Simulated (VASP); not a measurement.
The system is BP.

```
CELL_PARAMETERS angstrom
0.00000 2.26900 2.26900
2.26900 0.00000 2.26900
2.26900 2.26900 0.00000
ATOMIC_POSITIONS crystal
B 0.00000 0.00000 0.00000
P 0.75000 0.75000 0.75000
```

Base run:

* Program: VASP 6.6.1
* Functional: PBEsol
* Potentials or basis: VASP PAW PBE potentials, release 64 (B, P)
* Cutoff: 520 eV
* k mesh: 15 × 15 × 15
* Occupations: fermi-dirac, width 0.05 eV
* Spin: no spin polarisation

Its results: band gap on the k mesh 1.13 eV, indirect (least direct gap 3.36 eV); pressure -1.9 GPa.

The run is repeated on the same cell with these changes: functional from PBEsol to LDA; potentials or basis from VASP PAW PBE potentials, release 64 (B, P) to VASP PAW LDA potentials, release 64 (B, P). What comes out?

Band gap on the k mesh 1.19 eV, indirect (least direct gap 3.38 eV); pressure -5.3 GPa.

Caveats: the PAW data sets were made with another functional, which shifts forces and pressure a little (some runs).

A k mesh can miss the band edges.
